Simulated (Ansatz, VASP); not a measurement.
**Two plane-wave programs on ZnS**

```xyz
8
Lattice="3.7890 0.0000 0.0000 -1.8945 3.2814 0.0000 0.0000 0.0000 12.2125" Properties=species:S:1:pos:R:3 pbc="T T T"
Zn    0.0000    0.0000    0.0006
Zn    0.0000    0.0000    6.1069
Zn    0.0000    2.1876    3.0534
Zn    1.8945    1.0938    9.1597
S     0.0000    0.0000    2.2873
S     0.0000    0.0000    8.3935
S     0.0000    2.1876    5.3446
S     1.8945    1.0938   11.4509
```

Change from the starting cell: strain -0.015 along x and y, -0.030 along z, atoms carried along.

Alike in both runs: task single point; functional PBE; k mesh 12 × 12 × 2; occupations gaussian, width 0.05 eV; no spin polarisation.

|  | VASP | Ansatz |
| --- | --- | --- |
| version | VASP 6.6.1 | Ansatz 0.2.0 |
| potentials or method | VASP PAW PBE potentials, release 64 (Zn, S), cutoff 520 eV | scalar-relativistic, plane waves, PAW |
| valence electrons in the cell | 72 | 72 |

```tsv
	VASP	Ansatz	Ansatz less VASP
gap on the k mesh at the Fermi level (eV)	2.34	2.33	-0.007
least direct gap on the mesh (eV)	2.34	2.33	-0.007
pressure (GPa)	5.0	4.9	-0.18
traceless stress, the component that is largest in VASP (GPa)	1.69	1.69	-0.003
rms of the force components (eV/Å)	0.071	0.070	-0.0006
```

Atom by atom the forces differ by 0.001 eV/Å (rms over components). With one functional, cell and mesh, what is left measures potentials, basis and numerics.
